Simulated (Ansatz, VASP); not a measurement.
**One calculation of In, two programs**

```
In
1.0
     3.12627    0.00000    0.00000
     0.00000    3.12627    0.00000
     0.00000    0.00000    3.12627
In
1
Cartesian
  0.0000 0.0000 0.0000
```

Alike in both runs: functional revPBE; k mesh 10 × 10 × 10; occupations fermi-dirac, width 0.1 eV; no spin polarisation.

Ansatz relaxed the structure, and its values are those at the end. VASP's run is a single point on that final structure, the one shown.

|  | VASP | Ansatz |
| --- | --- | --- |
| version | VASP 6.6.1 | Ansatz 0.2.0 |
| potentials or method | VASP PAW PBE potentials, release 64 (In_d), cutoff 520 eV | plane waves (420 eV) with PAW, scalar-relativistic |
| valence electrons in the cell | 13 | 13 |

```csv
,VASP,Ansatz,Ansatz less VASP
pressure (GPa),0.0,0.0,+0.04
```

VASP's potentials were made for PBE, not for revPBE.
